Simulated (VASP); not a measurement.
# WSe2 (P6_3/mmc) in VASP: notebook, part 2 of 2

VASP 6.6.1. Earlier steps stand in the parts before.

### Step 3. Single point, PBEsol (volume scaled by 1.06, then relaxed in part)

Contents of INCAR:

```
ALGO = Normal ; EDIFF = 1E-7
ENCUT = 520 ; GGA = PS
ISIF = 2 ; ISMEAR = 0
LASPH = True ; LCHARG = False
LREAL = False ; LWAVE = False
NBANDS = 35 ; NELM = 80
PREC = Accurate ; SIGMA = 0.02
```

Contents of KPOINTS:

```
k-points
0
Gamma
  12 12 2
```

Contents of POSCAR:

```
WSe2
1.0
    3.2787493447      0.0000000000      0.0000000000
   -1.6393746724      2.8394802252      0.0000000000
    0.0000000000      0.0000000000     13.9490252521
W Se
2 4
Direct
    0.3333333333      0.6666666667      0.2500000000
    0.6666666667      0.3333333333      0.7500000000
    0.3333333333      0.6666666667      0.6301544558
    0.6666666667      0.3333333333      0.1301544558
    0.3333333333      0.6666666667      0.8698455442
    0.6666666667      0.3333333333      0.3698455442
```

Potentials or basis: VASP PAW PBE potentials, release 64 (W_sv, Se).

Launch:

```sh
$ cat potpaw_PBE.64/W_sv/POTCAR potpaw_PBE.64/Se/POTCAR > POTCAR
$ mpirun -np 1 vasp_std > vasp.out
```

OUTCAR:

```text
EDIFF = 1E-7
   ENCUT = 520
   GGA = PS
   ISIF = 2
   ISMEAR = 0
   LASPH = True
   LREAL = False
   NELM = 80
   PREC = Accurate

 ion  position               nearest neighbor table
   1  0.333  0.667  0.250-   4 2.53   6 2.53   4 2.53   6 2.53   4 2.53   6 2.53
   2  0.667  0.333  0.750-   3 2.53   5 2.53   3 2.53   5 2.53   3 2.53   5 2.53
   3  0.333  0.667  0.630-   2 2.53   2 2.53   2 2.53
   4  0.667  0.333  0.130-   1 2.53   1 2.53   1 2.53
   5  0.333  0.667  0.870-   2 2.53   2 2.53   2 2.53
   6  0.667  0.333  0.370-   1 2.53   1 2.53   1 2.53

  LATTYP: Found a hexagonal cell.
 ALAT       =     3.2787493447
 C/A-ratio  =     4.2543737827

  Lattice vectors:

 A1 = (   3.2787493447,   0.0000000000,   0.0000000000)
 A2 = (  -1.6393746724,   2.8394802252,   0.0000000000)
 A3 = (   0.0000000000,   0.0000000000,  13.9490252521)

Analysis of symmetry for initial positions (statically):
=====================================================================
 Subroutine PRICEL returns:
 Original cell was already a primitive cell.

 Routine SETGRP: Setting up the symmetry group for a
 hexagonal supercell.

 Subroutine GETGRP returns: Found 24 space group operations
 (whereof 12 operations were pure point group operations)
 out of a pool of 24 trial point group operations.

The static configuration has the point symmetry D_3d.
 The point group associated with its full space group is D_6h.

Analysis of symmetry for dynamics (positions and initial velocities):
=====================================================================
 Subroutine PRICEL returns:
 Original cell was already a primitive cell.

 Routine SETGRP: Setting up the symmetry group for a
 hexagonal supercell.

 Subroutine GETGRP returns: Found 24 space group operations
 (whereof 12 operations were pure point group operations)
 out of a pool of 24 trial point group operations.

The dynamic configuration has the point symmetry D_3d.
 The point group associated with its full space group is D_6h.

 Subroutine INISYM returns: Found 24 space group operations
 (whereof 12 operations are pure point group operations),
 and found     1 'primitive' translations

----------------------------------------------------------------------------------------

                                     Primitive cell

  volume of cell :     129.8646

  direct lattice vectors                    reciprocal lattice vectors
     3.278749345  0.000000000  0.000000000     0.304994342  0.176088566  0.000000000
    -1.639374672  2.839480225  0.000000000     0.000000000  0.352177131  0.000000000
     0.000000000  0.000000000 13.949025252     0.000000000  0.000000000  0.071689597

  length of vectors
     3.278749345  3.278749345 13.949025252     0.352177131  0.352177131  0.071689597

  position of ions in fractional coordinates (direct lattice)
     0.333333333  0.666666667  0.250000000
     0.666666667  0.333333333  0.750000000
     0.333333333  0.666666667  0.630154456
     0.666666667  0.333333333  0.130154456
     0.333333333  0.666666667  0.869845544
     0.666666667  0.333333333  0.369845544

  ion indices of the primitive-cell ions
   primitive index   ion index
[... 23 lines left out ...]
     0.029348094  0.029348094  0.035844799

  Shift w.r.t. Gamma in fractional coordinates (k-lattice)
     0.000000000  0.000000000  0.000000000

 Subroutine IBZKPT returns following result:
 ===========================================

 Found     38 irreducible k-points:

 Following reciprocal coordinates:
            Coordinates               Weight
  0.000000  0.000000  0.000000      1.000000
  0.083333  0.000000  0.000000      6.000000
  0.166667 -0.000000  0.000000      6.000000
  0.250000  0.000000  0.000000      6.000000
  0.333333 -0.000000  0.000000      6.000000
  0.416667  0.000000  0.000000      6.000000
[... 16 lines left out ...]
  0.250000  0.000000  0.500000      6.000000
  0.333333 -0.000000  0.500000      6.000000
 [... further k-points ...]
   k-points           NKPTS =     38   k-points in BZ     NKDIM =     38   number of bands    NBANDS=     35
   number of dos      NEDOS =    301   number of ions     NIONS =      6
   total plane-waves  NPLWV =  62208
   dimension x,y,z NGX =    24 NGY =   24 NGZ =  108
   dimension x,y,z NGXF=    48 NGYF=   48 NGZF=  216
   ions per type =               2   4
   NGX,Y,Z   is equivalent  to a cutoff of  12.17, 12.17, 12.87 a.u.
   NGXF,Y,Z  is equivalent  to a cutoff of  24.34, 24.34, 25.74 a.u.
 SYSTEM =  unknown system
   PREC   = accura    normal or accurate (medium, high low for compatibility)
   ISTART =      0    job   : 0-new  1-cont  2-samecut
   ICHARG =      2    charge: 1-file 2-atom 10-const
   ISPIN  =      1    spin polarized calculation?
   LNONCOLLINEAR =      F non collinear calculations
   LSORBIT =      F    spin-orbit coupling
   LASPH  =      T    aspherical Exc in radial PAW
   ENCUT  =  520.0 eV  38.22 Ry    6.18 a.u.   6.10  6.10 25.94*2*pi/ulx,y,z
   NELM   =     80;   NELMIN=  2; NELMDL= -5     # of ELM steps
   EDIFF  = 0.1E-06   stopping-criterion for ELM
   LREAL  =      F    real-space projection
   EDIFFG = 0.1E-05   stopping-criterion for IOM
   NSW    =      0    number of steps for IOM
   IBRION =     -1    ionic relax: 0-MD 1-quasi-New 2-CG
   NFREE  =      0    steps in history (QN), initial steepest desc. (CG)
   ISIF   =      2    stress and relaxation
   ISYM   =      2    0-nonsym 1-usesym 2-fastsym
   POTIM  = 0.5000    time-step for ionic-motion
   TEBEG  =    0.0;   TEEND  =   0.0 temperature during run
   PSTRESS=    0.0 pullay stress
   NELECT =      52.0000    total number of electrons
   NUPDOWN=      -1.0000    fix difference up-down
   EMIN   =  10.00;   EMAX   =-10.00  energy-range for DOS
   EFERMI =   0.00;   METHOD = LEGACY
   ISMEAR =     0;   SIGMA  =   0.02  broadening in eV -4-tet -1-fermi 0-gaus
   EFERMI_NEDOS =   21; number of points for ismear=-14 and -15
   IALGO  =     38    algorithm
   IMIX   =      4    mixing-type and parameters
     AMIX     =   0.40;   BMIX     =  1.00
     AMIX_MAG =   1.60;   BMIX_MAG =  1.00
  volume/ion in A,a.u.               =      21.64       146.06
  Fermi-wavevector in a.u.,A,eV,Ry     =   1.206643  2.280226 19.809926  1.455988
  Thomas-Fermi vector in A             =   2.342305
   LORBIT       =      0    0 simple, 1 ext, 2 COOP (PROOUT), +10 PAW based schemes
   GGA     = PS    functional components
   LHFCALC =     F    Hartree Fock is set to
   AEXX    =    0.0000 exact exchange contribution
   IVDW    =     0    specifies the selected vdW correction
   LEPSILON=     F    determine dielectric tensor
   LRPA    =     F    only Hartree local field effects (RPA)
 non-spin polarized calculation
 Gauss-broadening in eV      SIGMA  =   0.02
  energy-cutoff  :      520.00
  volume of cell :      129.86
 maximum number of plane-waves:      3540
   NGX = 13   NGY = 13   NGZ = 51

 number of electron      52.0000003 magnetization

 Free energy of the ion-electron system (eV)
  ---------------------------------------------------
  ext. energy  EPLUGINS =         0.00000000
  ---------------------------------------------------
  free energy    TOTEN  =       -46.53277803 eV

  energy without entropy =      -46.53277803  energy(sigma->0) =      -46.53277803

 E-fermi :   5.4620     XC(G=0): -10.4256

 val. band max:        5.1775418997   @ k =   0.0000   0.0000   0.0000
 cond. band min:       6.4612499100   @ k =   0.1667   0.1667   0.0000
 fundamental gap:      1.2837080103
 Fermi energy:         5.4620363998

 k-point     1 :       0.0000    0.0000    0.0000
  band No.  band energies     occupation
      1     -68.8495      2.00000
      2     -68.8494      2.00000
      3     -33.1087      2.00000
      4     -33.1087      2.00000
      5     -32.9663      2.00000
      6     -32.9663      2.00000
[... 901 lines left out ...]
     34       9.4294      0.00000
     35      11.0847      0.00000

 [... further k-points ...]
[... 5 lines left out ...]
  --------------------------------------------------------------------------------------
  -------------------------------------------------------------------------------------
  Total       -0.2298838     -0.2298838     -0.0777990      0.0000000      0.0000000      0.0000000
  in kB       -2.8361424     -2.8361424     -0.9598289      0.0000000      0.0000000      0.0000000
  external PRESSURE =      -2.2107046 kB  Pullay stress =       0.0000000 kB

 VOLUME and BASIS-vectors are now :
 -----------------------------------------------------------------------------
  energy-cutoff  :      520.00
  volume of cell :      129.86
      direct lattice vectors                 reciprocal lattice vectors
     3.278749345  0.000000000  0.000000000     0.304994342  0.176088566  0.000000000
    -1.639374672  2.839480225  0.000000000     0.000000000  0.352177131  0.000000000
     0.000000000  0.000000000 13.949025252     0.000000000  0.000000000  0.071689597

 POSITION                                       TOTAL-FORCE (eV/Angst)
 -----------------------------------------------------------------------------------
     -0.00000      1.89299      3.48726         0.000000      0.000000      0.000000
      1.63937      0.94649     10.46177        -0.000000     -0.000000      0.000000
     -0.00000      1.89299      8.79004         0.000000     -0.000000     -0.067753
      1.63937      0.94649      1.81553        -0.000000     -0.000000     -0.067753
     -0.00000      1.89299     12.13350         0.000000      0.000000      0.067753
      1.63937      0.94649      5.15898        -0.000000      0.000000      0.067753
 -----------------------------------------------------------------------------------
    total drift:                               -0.000000      0.000000     -0.000000

  FREE ENERGIE OF THE ION-ELECTRON SYSTEM (eV)
  ---------------------------------------------------
  free  energy   TOTEN  =       -46.5327780278 eV

  energy  without entropy=      -46.5327780278  energy(sigma->0) =      -46.53277803
```

OSZICAR:

```text
N       E                     dE             d eps       ncg     rms          rms(c)
DAV:   1     0.498613072940E+03    0.49861E+03   -0.27744E+04  2956   0.143E+03
DAV:   2    -0.170542350802E+02   -0.51567E+03   -0.49836E+03  3139   0.384E+02
DAV:   3    -0.478335629045E+02   -0.30779E+02   -0.30287E+02  3284   0.885E+01
DAV:   4    -0.485066367580E+02   -0.67307E+00   -0.67012E+00  3242   0.136E+01
DAV:   5    -0.485164803670E+02   -0.98436E-02   -0.98345E-02  3208   0.176E+00    0.311E+01
DAV:   6    -0.469486102463E+02    0.15679E+01   -0.56146E+00  2953   0.155E+01    0.110E+01
DAV:   7    -0.467031899319E+02    0.24542E+00   -0.25925E+00  2867   0.763E+00    0.558E+00
DAV:   8    -0.465329913505E+02    0.17020E+00   -0.36831E-01  2945   0.412E+00    0.123E+00
DAV:   9    -0.465342247182E+02   -0.12334E-02   -0.56647E-02  3184   0.111E+00    0.851E-01
DAV:  10    -0.465328241408E+02    0.14006E-02   -0.12530E-02  2946   0.756E-01    0.155E-01
DAV:  11    -0.465327852301E+02    0.38911E-04   -0.16043E-03  2928   0.254E-01    0.161E-01
DAV:  12    -0.465327599324E+02    0.25298E-04   -0.62076E-05  3072   0.486E-02    0.924E-02
DAV:  13    -0.465327758603E+02   -0.15928E-04   -0.51639E-05  2972   0.410E-02    0.763E-03
DAV:  14    -0.465327777396E+02   -0.18793E-05   -0.51198E-06  3175   0.106E-02    0.642E-03
DAV:  15    -0.465327779569E+02   -0.21733E-06   -0.53854E-07  2847   0.382E-03    0.500E-03
DAV:  16    -0.465327780278E+02   -0.70848E-07   -0.18054E-07  2166   0.202E-03
   1 F= -.46532778E+02 E0= -.46532778E+02  d E =-.520835E-92
```

It took 2.6 min on 1 thread of Intel Xeon 6975P-C (Granite Rapids), shared host; peak memory 0.31 GiB.

Results:

| Item | Value |
| --- | --- |
| Free energy | -46.5328 eV |
| Pressure | -0.2 GPa |
| Largest force | 0.068 eV/Å |
| Band gap on the k mesh | 1.28 eV, indirect (least direct gap 1.60 eV) |

Forces in eV/Å, atoms in the order of the input:
```
W    0.000  0.000  0.000
W    0.000  0.000  0.000
Se   0.000  0.000 -0.068
Se   0.000  0.000 -0.068
Se   0.000  0.000  0.068
Se   0.000  0.000  0.068
```

Caveat: the cell differs from its parent crystal (volume scaled by 1.06, then relaxed in part); the PAW data sets were made with another functional, which shifts forces and pressure a little; spin-orbit coupling is left out, which moves the levels of the heavy elements; this functional lacks dispersion, which binds the layers, so the pressure and a relaxed spacing across them are unreliable.

### Step 4. Relaxation of shape and atoms at fixed volume, PBEsol (volume scaled by 0.94)

Contents of INCAR:

```
SYSTEM = WSe2
  PREC = Accurate
  ENCUT = 600
  EDIFF = 1E-6
  ISMEAR = 0
  SIGMA = 0.02
  LREAL = .False.
  LASPH = .True.
  NELM = 80
  ALGO = Normal
  ISIF = 4
  LWAVE = .False.
  LCHARG = .False.
  GGA = PS
  IBRION = 2
  NSW = 50
  EDIFFG = -0.01
```

Contents of KPOINTS:

```
regular mesh
0
Gamma
  12 12 2
  0 0 0
```

Contents of POSCAR:

```
WSe2
1.0
    3.2268819424      0.0000000000      0.0000000000
   -1.6134409712      2.7945617372      0.0000000000
    0.0000000000      0.0000000000     12.7707419337
W Se
2 4
Direct
    0.3333333333      0.6666666667      0.2500000000
    0.6666666667      0.3333333333      0.7500000000
    0.3333333333      0.6666666667      0.6201231709
    0.6666666667      0.3333333333      0.1201231709
    0.3333333333      0.6666666667      0.8798768291
    0.6666666667      0.3333333333      0.3798768291
```

Launch:

```sh
$ cat potpaw_PBE.64/W_sv/POTCAR potpaw_PBE.64/Se/POTCAR > POTCAR
$ mpirun -np 1 vasp_std > vasp.out
```

It took 12 min on 1 thread of Intel Xeon 6975P-C, shared host; peak memory 0.37 GiB.

Results (log left out):

| Property | Result |
| --- | --- |
| Free energy | -46.4978 eV |
| Energy gained by relaxing | 8.1 meV/atom |
| Ionic steps | 6 |
| Pressure after relaxing | 2.7 GPa |
| Largest force after relaxing | 0.009 eV/Å |
| Band gap on the k mesh | 0.79 eV, indirect (least direct gap 1.64 eV) |

Forces in eV/Å, atoms in the order of the input:
```
W    0.000  0.000  0.000
W    0.000  0.000  0.000
Se   0.000  0.000 -0.009
Se   0.000  0.000 -0.009
Se   0.000  0.000  0.009
Se   0.000  0.000  0.009
```

Step by step:
| step | energy change (eV) | largest force (eV/Å) | pressure (GPa) | volume (Å³) |
| --- | --- | --- | --- | --- |
| 1 | 0.0000 | 0.6227 | 6.53 | 115.16 |
| 2 | -0.0323 | 0.0310 | 3.45 | 115.16 |
| 3 | -0.0331 | 0.0569 | 3.87 | 115.16 |
| 4 | -0.0450 | 0.0333 | 3.27 | 115.16 |
| 5 | -0.0485 | 0.0123 | 2.79 | 115.16 |
| 6 | -0.0486 | 0.0093 | 2.73 | 115.16 |

Final structure:
```cif
data_structure
_symmetry_space_group_name_H-M 'P 1'
_symmetry_Int_Tables_number 1
_cell_length_a 3.2466
_cell_length_b 3.2466
_cell_length_c 12.6160
_cell_angle_alpha 90.000
_cell_angle_beta 90.000
_cell_angle_gamma 120.000
_cell_volume 115.16
loop_
_atom_site_label
_atom_site_type_symbol
_atom_site_fract_x
_atom_site_fract_y
_atom_site_fract_z
_atom_site_occupancy
W1 W 0.33333 0.66667 0.25000 1
W2 W 0.66667 0.33333 0.75000 1
Se1 Se 0.33333 0.66667 0.61677 1
Se2 Se 0.66667 0.33333 0.11677 1
Se3 Se 0.33333 0.66667 0.88323 1
Se4 Se 0.66667 0.33333 0.38323 1
```

Levels at points of the mesh, in eV from the valence-band top:
```tsv
k point	band 22	band 23	band 24	band 25	band 26	band 27	band 28	band 29	band 30	band 31
(0.00, 0.00, 0.00)	-1.46	-1.46	-1.36	-0.89	0.00	2.69	2.69	2.74	2.76	2.76
(0.50, 0.00, 0.00)	-2.52	-1.59	-1.38	-1.38	-1.01	2.23	2.24	2.28	2.77	2.88
(0.00, 0.00, 0.50)	-1.50	-1.50	-1.50	-0.20	-0.20	2.69	2.69	2.69	2.69	2.93
(0.50, 0.00, 0.50)	-2.73	-1.45	-1.45	-1.20	-1.20	2.25	2.25	2.55	2.55	3.35
```

Caveat: the cell differs from its parent crystal (volume scaled by 0.94); the PAW data sets were made with another functional, which shifts forces and pressure a little; spin-orbit coupling is left out, which moves the levels of the heavy elements; this functional lacks dispersion, which binds the layers, so the pressure and a relaxed spacing across them are unreliable. A k mesh can miss the band edges.

### Step 5. Summary

| task | cell | cutoff (eV) | gap on the mesh (eV) | pressure (GPa) | largest force (eV/Å) |
| --- | --- | --- | --- | --- | --- |
| single point | a = 3.277, b = 3.277, c = 13.571 Å, angles 90.0, 90.0, 120.0°, 6 atoms | 520 | 1.16 | 0.0 | 0.07 |
| single point | a = 3.279, b = 3.279, c = 13.949 Å, angles 90.0, 90.0, 120.0°, 6 atoms | 520 | 1.28 | -0.2 | 0.07 |
| relaxation of shape and atoms at fixed volume | relaxed from a = 3.227, b = 3.227, c = 12.771 Å, angles 90.0, 90.0, 120.0°, 6 atoms | 600 | 0.79 | 2.7 | 0.01 |

Alike in all rows: level PBEsol; potentials or basis VASP PAW PBE potentials, release 64 (W_sv, Se); no spin polarisation; k mesh 12 × 12 × 2; smearing gaussian 0.02 eV.

Caveats: the PAW data sets were made with another functional, which shifts forces and pressure a little; spin-orbit coupling is left out, which moves the levels of the heavy elements; this functional lacks dispersion, which binds the layers, so the pressure and a relaxed spacing across them are unreliable.

Absolute energies hang on the potentials; compare differences alone.
